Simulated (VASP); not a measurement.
# PbS (I4/mmm) in VASP: single point with r2SCAN

Aim: the single point of PbS with r2SCAN.

Everything below comes from runs of VASP 6.6.1. Logs are shortened: lines on timing, memory, paths and dates and some standing lists are left out, and cuts for length are marked.

**1. The cell of the first run**

The structure is tetragonal, space group I4/mmm (No. 139). The conventional cell has a = 4.267 Å, b = 4.267 Å, c = 5.959 Å, α = 90.00°, β = 90.00°, γ = 90.00°. Within 3.9 Å of Pb (site symmetry 4/mmm) lie 6 S at 2.98 to 3.02 Å. Within 3.9 Å of S (site symmetry 4/mmm) lie 6 Pb at 2.98 to 3.02 Å.

**2. Single point, r2SCAN, non-collinear spin, zero start, spin-orbit coupling (epitaxial xy strain +1.0%)**

POSCAR

```
PbS
1.0
    0.0000000000      3.0171050030      2.9795134131
    3.0171050030      0.0000000000      2.9795134131
    3.0171050030      3.0171050030      0.0000000000
Pb S
1 1
Direct
    0.0000000000      0.0000000000      0.0000000000
    0.5000000000      0.5000000000      0.5000000000
```

INCAR.step1

```
PREC = Accurate ; ENCUT = 520
ISMEAR = -1 ; SIGMA = 0.02
LREAL = F ; LASPH = T
NELM = 150 ; MAGMOM = 0 0 0 0 0 0
LSORBIT = T ; GGA_COMPAT = F
NBANDS = 32 ; GGA = PE
ALGO = Normal ; EDIFF = 1E-4
LWAVE = T ; LCHARG = F
```

INCAR.step2

```
PREC = Accurate ; ENCUT = 520
EDIFF = 1E-6 ; ISMEAR = -1
SIGMA = 0.02 ; LREAL = F
LASPH = T ; NELM = 150
ALGO = Normal ; ISIF = 2
LWAVE = F ; LCHARG = T
MAGMOM = 0 0 0 0 0 0 ; LORBIT = 11
LSORBIT = T ; GGA_COMPAT = F
LORBMOM = T ; METAGGA = R2SCAN
LMIXTAU = T ; LVHAR = T
NBANDS = 32 ; ISTART = 1
```

KPOINTS

```
regular mesh
0
Gamma
  8 8 8
```

Potentials or basis: VASP PAW PBE potentials, release 64 (Pb_d, S).

Run with:

```sh
> cat potpaw_PBE.64/Pb_d/POTCAR potpaw_PBE.64/S/POTCAR > POTCAR
> cp INCAR.step1 INCAR
> mpirun -np 1 vasp_ncl > vasp.out
> cp INCAR.step2 INCAR
> mpirun -np 1 vasp_ncl > vasp.out
```

OUTCAR:

```text
PREC = Accurate
   ENCUT = 520
   EDIFF = 1E-6
   ISMEAR = -1
   LREAL = F
   LASPH = T
   NELM = 150
   ISIF = 2
   LORBIT = 11
   LSORBIT = T
   METAGGA = R2SCAN
   ISTART = 1

 ion  position               nearest neighbor table
   1  0.000  0.000  0.000-   2 2.98   2 2.98   2 3.02   2 3.02   2 3.02   2 3.02
   2  0.500  0.500  0.500-   1 2.98   1 2.98   1 3.02   1 3.02   1 3.02   1 3.02

  LATTYP: Found a body centered tetragonal cell.
 ALAT       =     4.2668308143
 C/A-ratio  =     1.3965931825

  Lattice vectors:

 A1 = (   0.0000000000,  -3.0171050030,  -2.9795134131)
 A2 = (   0.0000000000,   3.0171050030,  -2.9795134131)
 A3 = (   3.0171050030,   0.0000000000,   2.9795134131)

Analysis of symmetry for initial positions (statically):
=====================================================================
 Subroutine PRICEL returns:
 Original cell was already a primitive cell.

 Routine SETGRP: Setting up the symmetry group for a
 body centered tetragonal supercell.

 Subroutine GETGRP returns: Found 16 space group operations
 (whereof 16 operations were pure point group operations)
 out of a pool of 16 trial point group operations.

The static configuration has the point symmetry D_4h.

Analysis of symmetry for dynamics (positions and initial velocities):
=====================================================================
 Subroutine PRICEL returns:
 Original cell was already a primitive cell.

 Routine SETGRP: Setting up the symmetry group for a
 body centered tetragonal supercell.

 Subroutine GETGRP returns: Found 16 space group operations
 (whereof 16 operations were pure point group operations)
 out of a pool of 16 trial point group operations.

The dynamic configuration has the point symmetry D_4h.

Analysis of structural, dynamic, and magnetic symmetry:
=====================================================================
 Subroutine PRICEL returns:
 Original cell was already a primitive cell.

 Routine SETGRP: Setting up the symmetry group for a
 body centered tetragonal supercell.

 Subroutine GETGRP returns: Found 16 space group operations
 (whereof 16 operations were pure point group operations)
 out of a pool of 16 trial point group operations.

The overall configuration has the point symmetry D_4h.

 Subroutine INISYM returns: Found 16 space group operations
 (whereof 16 operations are pure point group operations),
 and found     1 'primitive' translations

----------------------------------------------------------------------------------------

                                     Primitive cell

  volume of cell :      54.2446

  direct lattice vectors                    reciprocal lattice vectors
     0.000000000  3.017105003  2.979513413    -0.165721776  0.165721776  0.167812636
     3.017105003  0.000000000  2.979513413     0.165721776 -0.165721776  0.167812636
     3.017105003  3.017105003  0.000000000     0.165721776  0.165721776 -0.167812636

  length of vectors
     4.240332862  4.240332862  4.266830814     0.288250750  0.288250750  0.288250750

  position of ions in fractional coordinates (direct lattice)
     0.000000000  0.000000000  0.000000000
     0.500000000  0.500000000  0.500000000

  ion indices of the primitive-cell ions
   primitive index   ion index
                 1           1
                 2           2

----------------------------------------------------------------------------------------

 KPOINTS: regular mesh

Automatic generation of k-mesh.
 Grid dimensions read from file:
[... 94 lines left out ...]
   LEPSILON=     F    determine dielectric tensor
   LRPA    =     F    only Hartree local field effects (RPA)
  energy-cutoff  :      520.00
  volume of cell :       54.24
 maximum number of plane-waves:      2944
   NGX = 15   NGY = 15   NGZ = 15

 number of electron      20.0000004 magnetization       0.0000000     -0.0000000      0.0000000

 number of electron      20.0000004 magnetization      -0.0000000      0.0000000     -0.0000000

 Free energy of the ion-electron system (eV)
  ---------------------------------------------------
  ext. energy  EPLUGINS =         0.00000000
  ---------------------------------------------------
  free energy    TOTEN  =       -65.96175216 eV

  energy without entropy =      -65.96175171  energy(sigma->0) =      -65.96175193

 E-fermi :   5.3239     XC(G=0): -10.0606

 val. band max:        5.1321746536   @ k =   0.5000  -0.0000   0.0000
 cond. band min:       5.5155750899   @ k =   0.5000  -0.0000   0.0000
 fundamental gap:      0.3834004363
 Fermi energy:         5.3238746827

 k-point     1 :       0.0000    0.0000    0.0000
  band No.  band energies     occupation
      1     -13.6868      1.00000
      2     -13.6868      1.00000
      3     -13.6812      1.00000
      4     -13.6812      1.00000
      5     -11.1232      1.00000
      6     -11.1232      1.00000
[... 829 lines left out ...]
     31      15.4393      0.00000
     32      15.4393      0.00000

 [... further k-points ...]

------------------------ aborting loop because EDIFF is reached ----------------------------------------

  FORCE on cell =-STRESS in cart. coord.  units (eV):
  Direction    XX          YY          ZZ          XY          YZ          ZX
  --------------------------------------------------------------------------------------
  -------------------------------------------------------------------------------------
  Total       -0.5504396     -0.5504396     -0.0842363      0.0000000     -0.0000000      0.0000000
  in kB      -16.2578843    -16.2578843     -2.4880179      0.0000000     -0.0000000      0.0000000
  external PRESSURE =     -11.6679288 kB  Pullay stress =       0.0000000 kB

 VOLUME and BASIS-vectors are now :
 -----------------------------------------------------------------------------
  energy-cutoff  :      520.00
  volume of cell :       54.24
      direct lattice vectors                 reciprocal lattice vectors
     0.000000000  3.017105003  2.979513413    -0.165721776  0.165721776  0.167812636
     3.017105003  0.000000000  2.979513413     0.165721776 -0.165721776  0.167812636
     3.017105003  3.017105003  0.000000000     0.165721776  0.165721776 -0.167812636

 POSITION                                       TOTAL-FORCE (eV/Angst)
 -----------------------------------------------------------------------------------
      0.00000      0.00000      0.00000         0.000000      0.000000      0.000000
      3.01711      3.01711      2.97951         0.000000      0.000000      0.000000
 -----------------------------------------------------------------------------------
    total drift:                                0.000000     -0.000000     -0.000000

  FREE ENERGIE OF THE ION-ELECTRON SYSTEM (eV)
  ---------------------------------------------------
  free  energy   TOTEN  =       -65.9617521609 eV

  energy  without entropy=      -65.9617517061  energy(sigma->0) =      -65.96175193

 orbital moment (x)

 # of ion     p       d       tot
 ----------------------------------------
  1         0.000   0.000   0.000
  2        -0.000   0.000  -0.000
 ----------------------------------------
           -0.000   0.000  -0.000

 orbital moment (y)

 # of ion     p       d       tot
 ----------------------------------------
  1        -0.000  -0.000  -0.000
  2        -0.000   0.000  -0.000
 ----------------------------------------
           -0.000  -0.000  -0.000

 orbital moment (z)

 # of ion     p       d       tot
 ----------------------------------------
  1         0.000  -0.000  -0.000
  2         0.000   0.000   0.000
 ----------------------------------------
            0.000  -0.000  -0.000

 Spin-Orbit-Coupling matrix elements

 Ion:    1  E_soc:     -0.7353417
 l=   1
     0.0000000    -0.0583617    -0.0574899
    -0.0583617     0.0000000    -0.0583617
    -0.0574899    -0.0583617     0.0000000
 l=   2
     0.0000000    -0.0129998     0.0000000    -0.0129998    -0.0514956
    -0.0129998     0.0000000    -0.0386064    -0.0130006    -0.0128744
     0.0000000    -0.0386064     0.0000000    -0.0386064     0.0000000
    -0.0129998    -0.0130006    -0.0386064     0.0000000    -0.0128744
    -0.0514956    -0.0128744     0.0000000    -0.0128744     0.0000000
 l=   3
     0.0000000     0.0000000     0.0000000     0.0000000     0.0000000     0.0000000     0.0000000
     0.0000000     0.0000000     0.0000000     0.0000000     0.0000000     0.0000000     0.0000000
     0.0000000     0.0000000     0.0000000     0.0000000     0.0000000     0.0000000     0.0000000
     0.0000000     0.0000000     0.0000000     0.0000000     0.0000000     0.0000000     0.0000000
     0.0000000     0.0000000     0.0000000     0.0000000     0.0000000     0.0000000     0.0000000
     0.0000000     0.0000000     0.0000000     0.0000000     0.0000000     0.0000000     0.0000000
     0.0000000     0.0000000     0.0000000     0.0000000     0.0000000     0.0000000     0.0000000

 Ion:    2  E_soc:     -0.0037339
 l=   1
     0.0000000    -0.0006254    -0.0006161
    -0.0006254     0.0000000    -0.0006254
    -0.0006161    -0.0006254     0.0000000
 l=   2
     0.0000000     0.0000000     0.0000000     0.0000000     0.0000000
     0.0000000     0.0000000     0.0000000     0.0000000     0.0000000
     0.0000000     0.0000000     0.0000000     0.0000000     0.0000000
     0.0000000     0.0000000     0.0000000     0.0000000     0.0000000
     0.0000000     0.0000000     0.0000000     0.0000000     0.0000000
 l=   3
     0.0000000     0.0000000     0.0000000     0.0000000     0.0000000     0.0000000     0.0000000
     0.0000000     0.0000000     0.0000000     0.0000000     0.0000000     0.0000000     0.0000000
     0.0000000     0.0000000     0.0000000     0.0000000     0.0000000     0.0000000     0.0000000
     0.0000000     0.0000000     0.0000000     0.0000000     0.0000000     0.0000000     0.0000000
     0.0000000     0.0000000     0.0000000     0.0000000     0.0000000     0.0000000     0.0000000
     0.0000000     0.0000000     0.0000000     0.0000000     0.0000000     0.0000000     0.0000000
     0.0000000     0.0000000     0.0000000     0.0000000     0.0000000     0.0000000     0.0000000

 total charge

# of ion       s       p       d       tot
------------------------------------------
    1        1.481   0.486   9.838  11.805
    2        1.338   2.350   0.000   3.688
--------------------------------------------------
tot          2.819   2.836   9.838  15.493

 magnetization (x)

# of ion       s       p       d       tot
------------------------------------------
    1        0.000  -0.000  -0.000  -0.000
    2       -0.000   0.000   0.000   0.000
--------------------------------------------------
tot          0.000  -0.000  -0.000  -0.000

 magnetization (y)

# of ion       s       p       d       tot
------------------------------------------
    1       -0.000   0.000   0.000   0.000
    2        0.000  -0.000   0.000   0.000
--------------------------------------------------
tot          0.000   0.000   0.000   0.000

 magnetization (z)

# of ion       s       p       d       tot
------------------------------------------
    1       -0.000   0.000   0.000   0.000
    2        0.000   0.000   0.000   0.000
--------------------------------------------------
tot         -0.000   0.000   0.000   0.000
```

Run time: 6.4 min. Hardware: 1 thread of Intel Xeon 6975P-C (Granite Rapids), shared host; peak memory 0.44 GiB.

What came out:

```yaml
Free_energy: -65.9618 eV
Pressure: -1.2 GPa
Net_moment: 0.00 μB per cell
Valence_electrons_inside_the_program's_atomic_spheres: Pb 11.80; S 3.69
```

Stress tensor (GPa, compression positive):
```
-1.63  0.00  0.00
 0.00 -1.63  0.00
 0.00  0.00 -0.25
```

Moments on the atoms (μB; x, y, z):
```
Pb  0.00 0.00 0.00
S   0.00 0.00 0.00
```

Caveat: the cell differs from its parent crystal (epitaxial xy strain +1.0%); the PAW data sets were made with another functional, which shifts forces and pressure a little.
